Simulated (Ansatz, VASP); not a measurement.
## One calculation of Si2W, two programs

```
CELL_PARAMETERS angstrom
4.61454 0.00000 0.00000
-2.30727 3.99631 0.00000
0.00000 0.00000 6.64525
ATOMIC_POSITIONS crystal
Si 0.16365 0.32730 0.00000
Si 0.67270 0.83635 0.33333
Si 0.16365 0.83635 0.66667
Si 0.32730 0.16365 0.33333
Si 0.83635 0.67270 0.00000
Si 0.83635 0.16365 0.66667
W 0.50000 0.00000 0.00000
W 0.00000 0.50000 0.33333
W 0.50000 0.50000 0.66667
```

Alike in both runs: functional PBE; k mesh 12 × 12 × 6; occupations gaussian, width 0.1 eV; no spin polarisation.

Ansatz relaxed the structure, and its values are those at the end. VASP's run is a single point on that final structure, the one shown.

```csv
,VASP,Ansatz
version,VASP 6.6.1,Ansatz 0.2.0
potentials or method,"VASP PAW PBE potentials, release 64 (Si, W_sv), cutoff 520 eV","scalar-relativistic, plane waves, PAW"
valence electrons in the cell,66,66
```

```tsv
	VASP	Ansatz	Ansatz less VASP
gap on the k mesh at the Fermi level (eV)	0.01	0.01	+0.001
least direct gap on the mesh (eV)	0.64	0.64	0.000
pressure (GPa)	0.1	0.0	-0.09
```

Neither program's run includes spin-orbit coupling.
